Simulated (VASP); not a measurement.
# TiTe2 (P-3m1) in VASP: single point with PBE

Aim: the single point of TiTe2 with PBE.

Everything below comes from runs of VASP 6.6.1. Logs are shortened: lines on timing, memory, paths and dates and some standing lists are left out, and cuts for length are marked.

### Step 1. The cell of the first run

Symmetry: P-3m1, No. 164, trigonal system. Conventional cell: a = 3.790 Å, b = 3.790 Å, c = 6.556 Å, α = 90.00°, β = 90.00°, γ = 120.00°. Ti (site symmetry -3m) has 6 Te at 2.77 Å within 3.6 Å. Te (site symmetry 3m) has 3 Ti at 2.77 Å within 3.6 Å.

### Step 2. Single point, PBE

The input, INCAR:

```
SYSTEM = TiTe2
ALGO = Normal ; EDIFF = 1E-6
ENCUT = 520 ; GGA = PE
ISIF = 2 ; ISMEAR = -1
LASPH = .True. ; LCHARG = .False.
LREAL = .False. ; LWAVE = .False.
NBANDS = 19 ; NELM = 60
PREC = Accurate ; SIGMA = 0.02
```

The input, KPOINTS:

```
k-points
0
Gamma
  6 6 4
  0 0 0
```

The input, POSCAR:

```
TiTe2
1.0
    3.7903815437      0.0000000000      0.0000000000
   -1.8951907719      3.2825667069      0.0000000000
    0.0000000000      0.0000000000      6.5558879831
Ti Te
1 2
Direct
    0.0000000000      0.0000000000      0.0000000000
    0.6666666667      0.3333333333      0.2577957668
    0.3333333333      0.6666666667      0.7422042332
```

Potentials or basis: VASP PAW PBE potentials, release 64 (Ti_sv, Te).

Started as:

```bash
> cat potpaw_PBE.64/Ti_sv/POTCAR potpaw_PBE.64/Te/POTCAR > POTCAR
> mpirun -np 1 vasp_std > vasp.out
```

OUTCAR:

```text
SYSTEM = TiTe2
   EDIFF = 1E-6
   ENCUT = 520
   GGA = PE
   ISIF = 2
   ISMEAR = -1
   LASPH = .True.
   LREAL = .False.
   NELM = 60
   PREC = Accurate

 ion  position               nearest neighbor table
   1  0.000  0.000  0.000-   2 2.77   3 2.77   2 2.77   3 2.77   2 2.77   3 2.77
   2  0.667  0.333  0.258-   1 2.77   1 2.77   1 2.77
   3  0.333  0.667  0.742-   1 2.77   1 2.77   1 2.77

  LATTYP: Found a hexagonal cell.
 ALAT       =     3.7903815437
 C/A-ratio  =     1.7296116255

  Lattice vectors:

 A1 = (   3.7903815437,   0.0000000000,   0.0000000000)
 A2 = (  -1.8951907719,   3.2825667069,   0.0000000000)
 A3 = (   0.0000000000,   0.0000000000,   6.5558879831)

Analysis of symmetry for initial positions (statically):
=====================================================================
 Subroutine PRICEL returns:
 Original cell was already a primitive cell.

 Routine SETGRP: Setting up the symmetry group for a
 hexagonal supercell.

 Subroutine GETGRP returns: Found 12 space group operations
 (whereof 12 operations were pure point group operations)
 out of a pool of 24 trial point group operations.

The static configuration has the point symmetry D_3d.

Analysis of symmetry for dynamics (positions and initial velocities):
=====================================================================
 Subroutine PRICEL returns:
 Original cell was already a primitive cell.

 Routine SETGRP: Setting up the symmetry group for a
 hexagonal supercell.

 Subroutine GETGRP returns: Found 12 space group operations
 (whereof 12 operations were pure point group operations)
 out of a pool of 24 trial point group operations.

The dynamic configuration has the point symmetry D_3d.

 Subroutine INISYM returns: Found 12 space group operations
 (whereof 12 operations are pure point group operations),
 and found     1 'primitive' translations

----------------------------------------------------------------------------------------

                                     Primitive cell

  volume of cell :      81.5695

  direct lattice vectors                    reciprocal lattice vectors
     3.790381544  0.000000000  0.000000000     0.263825683  0.152319829  0.000000000
    -1.895190772  3.282566707  0.000000000     0.000000000  0.304639658  0.000000000
     0.000000000  0.000000000  6.555887983     0.000000000  0.000000000  0.152534638

  length of vectors
     3.790381544  3.790381544  6.555887983     0.304639658  0.304639658  0.152534638

  position of ions in fractional coordinates (direct lattice)
     0.000000000  0.000000000  0.000000000
     0.666666667  0.333333333  0.257795767
     0.333333333  0.666666667  0.742204233

  ion indices of the primitive-cell ions
   primitive index   ion index
                 1           1
                 2           2
                 3           3

----------------------------------------------------------------------------------------

 KPOINTS: k-points

Automatic generation of k-mesh.
 Grid dimensions read from file:
 generate k-points for:    6    6    4

 Generating k-lattice:

  Cartesian coordinates                     Fractional coordinates (reciprocal lattice)
     0.043970947  0.025386638  0.000000000     0.166666667  0.000000000  0.000000000
     0.000000000  0.050773276  0.000000000     0.000000000  0.166666667  0.000000000
     0.000000000  0.000000000  0.038133659     0.000000000  0.000000000  0.250000000

  Length of vectors
     0.050773276  0.050773276  0.038133659

  Shift w.r.t. Gamma in fractional coordinates (k-lattice)
     0.000000000  0.000000000  0.000000000

 Subroutine IBZKPT returns following result:
 ===========================================

 Found     24 irreducible k-points:

 Following reciprocal coordinates:
            Coordinates               Weight
  0.000000  0.000000  0.000000      1.000000
  0.166667  0.000000  0.000000      6.000000
  0.333333  0.000000  0.000000      6.000000
  0.500000  0.000000  0.000000      3.000000
  0.166667  0.166667  0.000000      6.000000
  0.333333  0.166667  0.000000     12.000000
[... 16 lines left out ...]
  0.333333  0.166667  0.500000     12.000000
  0.333333  0.333333  0.500000      2.000000
   k-points           NKPTS =     24   k-points in BZ     NKDIM =     24   number of bands    NBANDS=     19
   number of dos      NEDOS =    301   number of ions     NIONS =      3
   total plane-waves  NPLWV =  39200
   dimension x,y,z NGX =    28 NGY =   28 NGZ =   50
   dimension x,y,z NGXF=    56 NGYF=   56 NGZF=  100
   ions per type =               1   2
   NGX,Y,Z   is equivalent  to a cutoff of  12.28, 12.28, 12.68 a.u.
   NGXF,Y,Z  is equivalent  to a cutoff of  24.56, 24.56, 25.36 a.u.
 SYSTEM =  TiTe2
   PREC   = accura    normal or accurate (medium, high low for compatibility)
   ISTART =      0    job   : 0-new  1-cont  2-samecut
   ICHARG =      2    charge: 1-file 2-atom 10-const
   ISPIN  =      1    spin polarized calculation?
   LNONCOLLINEAR =      F non collinear calculations
   LSORBIT =      F    spin-orbit coupling
   LASPH  =      T    aspherical Exc in radial PAW
   ENCUT  =  520.0 eV  38.22 Ry    6.18 a.u.   7.05  7.05 12.19*2*pi/ulx,y,z
   NELM   =     60;   NELMIN=  2; NELMDL= -5     # of ELM steps
   EDIFF  = 0.1E-05   stopping-criterion for ELM
   LREAL  =      F    real-space projection
   EDIFFG = 0.1E-04   stopping-criterion for IOM
   NSW    =      0    number of steps for IOM
   IBRION =     -1    ionic relax: 0-MD 1-quasi-New 2-CG
   NFREE  =      0    steps in history (QN), initial steepest desc. (CG)
   ISIF   =      2    stress and relaxation
   ISYM   =      2    0-nonsym 1-usesym 2-fastsym
   POTIM  = 0.5000    time-step for ionic-motion
   TEBEG  =    0.0;   TEEND  =   0.0 temperature during run
   PSTRESS=    0.0 pullay stress
   NELECT =      24.0000    total number of electrons
   NUPDOWN=      -1.0000    fix difference up-down
   EMIN   =  10.00;   EMAX   =-10.00  energy-range for DOS
   EFERMI =   0.00;   METHOD = LEGACY
   ISMEAR =    -1;   SIGMA  =   0.02  broadening in eV -4-tet -1-fermi 0-gaus
   EFERMI_NEDOS =   21; number of points for ismear=-14 and -15
   IALGO  =     38    algorithm
   IMIX   =      4    mixing-type and parameters
     AMIX     =   0.40;   BMIX     =  1.00
     AMIX_MAG =   1.60;   BMIX_MAG =  1.00
  volume/ion in A,a.u.               =      27.19       183.49
  Fermi-wavevector in a.u.,A,eV,Ry     =   1.088853  2.057634 16.131078  1.185601
  Thomas-Fermi vector in A             =   2.225044
   LORBIT       =      0    0 simple, 1 ext, 2 COOP (PROOUT), +10 PAW based schemes
   GGA     = PE    functional components
   LHFCALC =     F    Hartree Fock is set to
   AEXX    =    0.0000 exact exchange contribution
   IVDW    =     0    specifies the selected vdW correction
   LEPSILON=     F    determine dielectric tensor
   LRPA    =     F    only Hartree local field effects (RPA)
 non-spin polarized calculation
  energy-cutoff  :      520.00
  volume of cell :       81.57
 maximum number of plane-waves:      2220
   NGX = 15   NGY = 15   NGZ = 25

 number of electron      23.9999991 magnetization

 Free energy of the ion-electron system (eV)
  ---------------------------------------------------
  ext. energy  EPLUGINS =         0.00000000
  ---------------------------------------------------
  free energy    TOTEN  =       -16.20773945 eV

  energy without entropy =      -16.20586865  energy(sigma->0) =      -16.20680405

 E-fermi :   6.6292     XC(G=0):  -9.7667

 val. band max:        6.5976111281   @ k =   0.5000   0.0000   0.2500
 cond. band min:       6.6676210215   @ k =   0.5000   0.0000   0.0000
 fundamental gap:      0.0700098935
 Fermi energy:         6.6291566127

 k-point     1 :       0.0000    0.0000    0.0000
  band No.  band energies     occupation
      1     -50.8538      2.00000
      2     -27.1109      2.00000
      3     -27.1108      2.00000
      4     -27.0761      2.00000
      5      -5.7171      2.00000
      6      -4.2749      2.00000
[... 11 lines left out ...]
     18      11.7136      0.00000
     19      12.4889      0.00000

 k-point     2 :       0.1667    0.0000    0.0000
  band No.  band energies     occupation
      1     -50.8531      2.00000
      2     -27.1210      2.00000
      3     -27.1132      2.00000
      4     -27.0738      2.00000
      5      -5.4204      2.00000
      6      -4.1279      2.00000
[... 11 lines left out ...]
     18      12.7021      0.00000
     19      13.4908      0.00000

 k-point     3 :       0.3333    0.0000    0.0000
  band No.  band energies     occupation
      1     -50.8517      2.00000
      2     -27.1413      2.00000
      3     -27.1178      2.00000
      4     -27.0690      2.00000
      5      -4.6569      2.00000
      6      -3.8341      2.00000
[... 11 lines left out ...]
     18      12.0916      0.00000
     19      12.5144      0.00000

 k-point     4 :       0.5000    0.0000    0.0000
  band No.  band energies     occupation
      1     -50.8510      2.00000
      2     -27.1514      2.00000
      3     -27.1201      2.00000
      4     -27.0667      2.00000
      5      -3.9961      2.00000
      6      -3.8326      2.00000
[... 11 lines left out ...]
     18      11.9464      0.00000
     19      12.2290      0.00000

 k-point     5 :       0.1667    0.1667    0.0000
  band No.  band energies     occupation
      1     -50.8521      2.00000
      2     -27.1343      2.00000
      3     -27.1186      2.00000
      4     -27.0702      2.00000
      5      -4.8862      2.00000
      6      -3.8986      2.00000
[... 11 lines left out ...]
     18      12.7944      0.00000
     19      13.6560      0.00000

 k-point     6 :       0.3333    0.1667    0.0000
  band No.  band energies     occupation
      1     -50.8510      2.00000
      2     -27.1461      2.00000
      3     -27.1254      2.00000
      4     -27.0667      2.00000
      5      -4.1208      2.00000
      6      -3.7193      2.00000
[... 11 lines left out ...]
     18      11.5180      0.00000
     19      13.5661      0.00000

 k-point     7 :       0.3333    0.3333    0.0000
  band No.  band energies     occupation
      1     -50.8506      2.00000
      2     -27.1389      2.00000
      3     -27.1389      2.00000
      4     -27.0655      2.00000
      5      -3.7351      2.00000
      6      -3.7351      2.00000
[... 11 lines left out ...]
     18      10.6633      0.00000
     19      14.7571      0.00000

 k-point     8 :       0.0000    0.0000    0.2500
  band No.  band energies     occupation
      1     -50.8538      2.00000
      2     -27.1108      2.00000
      3     -27.1108      2.00000
      4     -27.0762      2.00000
      5      -5.5697      2.00000
      6      -4.5406      2.00000
[... 256 lines left out ...]
 k-point    20 :       0.3333    0.0000    0.5000
  band No.  band energies     occupation
      1     -50.8517      2.00000
      2     -27.1413      2.00000
      3     -27.1178      2.00000
      4     -27.0690      2.00000
      5      -4.3425      2.00000
      6      -4.2123      2.00000
[... 11 lines left out ...]
     18      11.5472      0.00000
     19      11.9828      0.00000

 k-point    21 :       0.5000    0.0000    0.5000
  band No.  band energies     occupation
      1     -50.8510      2.00000
      2     -27.1514      2.00000
      3     -27.1201      2.00000
      4     -27.0667      2.00000
      5      -4.0091      2.00000
      6      -3.7900      2.00000
[... 11 lines left out ...]
     18      10.8338      0.00000
     19      11.2252      0.00000

 k-point    22 :       0.1667    0.1667    0.5000
  band No.  band energies     occupation
      1     -50.8521      2.00000
      2     -27.1343      2.00000
      3     -27.1186      2.00000
      4     -27.0703      2.00000
      5      -4.5128      2.00000
      6      -4.3751      2.00000
[... 11 lines left out ...]
     18      13.1236      0.00000
     19      13.2991      0.00000

 k-point    23 :       0.3333    0.1667    0.5000
  band No.  band energies     occupation
      1     -50.8510      2.00000
      2     -27.1461      2.00000
      3     -27.1254      2.00000
      4     -27.0667      2.00000
      5      -3.9738      2.00000
      6      -3.8645      2.00000
[... 11 lines left out ...]
     18      11.8143      0.00000
     19      12.1984      0.00000

 k-point    24 :       0.3333    0.3333    0.5000
  band No.  band energies     occupation
      1     -50.8506      2.00000
      2     -27.1388      2.00000
      3     -27.1388      2.00000
      4     -27.0655      2.00000
      5      -3.7274      2.00000
      6      -3.7274      2.00000
[... 11 lines left out ...]
     18      12.3015      0.00000
     19      12.3015      0.00000

------------------------ aborting loop because EDIFF is reached ----------------------------------------

  FORCE on cell =-STRESS in cart. coord.  units (eV):
  Direction    XX          YY          ZZ          XY          YZ          ZX
  --------------------------------------------------------------------------------------
  -------------------------------------------------------------------------------------
  Total        0.3042471      0.3042471      0.6409892     -0.0000000      0.0000000      0.0000000
  in kB        5.9759775      5.9759775     12.5902182     -0.0000000      0.0000000      0.0000000
  external PRESSURE =       8.1807244 kB  Pullay stress =       0.0000000 kB

 VOLUME and BASIS-vectors are now :
 -----------------------------------------------------------------------------
  energy-cutoff  :      520.00
  volume of cell :       81.57
      direct lattice vectors                 reciprocal lattice vectors
     3.790381544  0.000000000  0.000000000     0.263825683  0.152319829  0.000000000
    -1.895190772  3.282566707  0.000000000     0.000000000  0.304639658  0.000000000
     0.000000000  0.000000000  6.555887983     0.000000000  0.000000000  0.152534638

 POSITION                                       TOTAL-FORCE (eV/Angst)
 -----------------------------------------------------------------------------------
      0.00000      0.00000      0.00000        -0.000000      0.000000      0.000000
      1.89519      1.09419      1.69008        -0.000000      0.000000      0.126023
     -0.00000      2.18838      4.86581         0.000000     -0.000000     -0.126023
 -----------------------------------------------------------------------------------
    total drift:                               -0.000000     -0.000000      0.000000

  FREE ENERGIE OF THE ION-ELECTRON SYSTEM (eV)
  ---------------------------------------------------
  free  energy   TOTEN  =       -16.2077394454 eV

  energy  without entropy=      -16.2058686518  energy(sigma->0) =      -16.20680405
```

It took 28 s on 1 thread of Intel Xeon 6975P-C, shared host; peak memory 0.2 GiB.

What came out:

```
Free energy            : -16.2077 eV
Pressure               : 0.8 GPa
Largest force          : 0.126 eV/Å
Band gap on the k mesh : zero (band 12 reaches 7.01 eV, above the bottom of band 13 at 6.39 eV)
```

Forces in eV/Å, atoms in the order of the input:
```
Ti   0.000  0.000  0.000
Te   0.000  0.000  0.126
Te   0.000  0.000 -0.126
```

Levels at points of the mesh, in eV from the Fermi level:
| k point | band 9 | band 10 | band 11 | band 12 | band 13 | band 14 | band 15 | band 16 |
| --- | --- | --- | --- | --- | --- | --- | --- | --- |
| (0.00, 0.00, 0.00) | -1.73 | 0.38 | 0.38 | 0.38 | 0.47 | 1.01 | 1.01 | 3.11 |
| (0.50, 0.00, 0.00) | -2.64 | -2.39 | -1.79 | -1.13 | 0.04 | 1.12 | 1.44 | 2.45 |
| (0.00, 0.00, 0.50) | -1.67 | -1.67 | 0.37 | 0.37 | 0.75 | 0.75 | 1.02 | 3.48 |
| (0.50, 0.00, 0.50) | -2.39 | -2.03 | -1.04 | -0.69 | -0.24 | 1.12 | 1.42 | 2.67 |

Caveat: spin-orbit coupling is left out, which moves the levels of the heavy elements; this functional lacks dispersion, which binds the layers, so the pressure and a relaxed spacing across them are unreliable.
